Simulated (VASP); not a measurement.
The system is TiO2.

```
Ti O
1.0
     4.51500    0.00000    0.00000
     0.00000    5.49700    0.00000
     0.00000    0.00000    4.93900
Ti O
4 8
Direct
  0.00000 0.17453 0.25000
  0.50000 0.32547 0.75000
  0.00000 0.82547 0.75000
  0.50000 0.67453 0.25000
  0.27040 0.38191 0.41969
  0.22960 0.11809 0.91969
  0.77040 0.11809 0.58031
  0.72960 0.38191 0.08031
  0.72960 0.61809 0.58031
  0.77040 0.88191 0.08031
  0.22960 0.88191 0.41969
  0.27040 0.61809 0.91969
```

Base run:

- Program: VASP 6.6.1
- Functional: PBE
- Potentials or basis: VASP PAW PBE potentials, release 64 (Ti_sv, O)
- Cutoff: 520 eV
- k mesh: 5 × 5 × 5
- Occupations: fermi-dirac, width 0.02 eV
- Spin: no spin polarisation

Its results: band gap on the k mesh 2.64 eV, direct; pressure 5.9 GPa; largest force 0.035 eV/Å.

**Question.** The run is repeated on the same cell with these changes: functional from PBE to r2SCAN; further incar settings from ALGO = Normal; EDIFF = 1e-06; NBANDS = 60 to ALGO = Normal; EDIFF = 1e-08; NBANDS = 60. What comes out?

**Answer.** Band gap on the k mesh 3.04 eV, indirect (the least direct gap lies 0.8 meV higher); pressure 1.2 GPa; largest force 0.129 eV/Å.

Caveats: the PAW data sets were made with another functional, which shifts forces and pressure a little (some runs).

A k mesh can miss the band edges.
